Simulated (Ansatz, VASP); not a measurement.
## One calculation of Sn, two programs

```xyz
2
Lattice="3.4011 0.0000 0.0000 -1.7005 2.9454 0.0000 0.0000 0.0000 5.6561" Properties=species:S:1:pos:R:3 pbc="T T T"
Sn    0.0000    1.9636    1.4140
Sn    1.7005    0.9818    4.2421
```

Alike in both runs: task single point; functional PBEsol; k mesh 12 × 12 × 7; occupations fermi-dirac, width 0.1 eV; no spin polarisation.

|  | VASP | Ansatz |
| --- | --- | --- |
| version | VASP 6.6.1 | Ansatz 0.2.0 |
| potentials or method | VASP PAW PBE potentials, release 64 (Sn_d), cutoff 520 eV | plane waves (420 eV) with PAW, scalar-relativistic |
| valence electrons in the cell | 28 | 28 |

|  | VASP | Ansatz | Ansatz less VASP |
| --- | --- | --- | --- |
| pressure (GPa) | -3.5 | -3.5 | +0.06 |
| traceless stress, the component that is largest in VASP (GPa) | -0.62 | -0.62 | 0.000 |

VASP's potentials were made for PBE, not for PBEsol, and Ansatz warns of the same on its side. With one functional, cell and mesh, what is left measures potentials, basis and numerics.
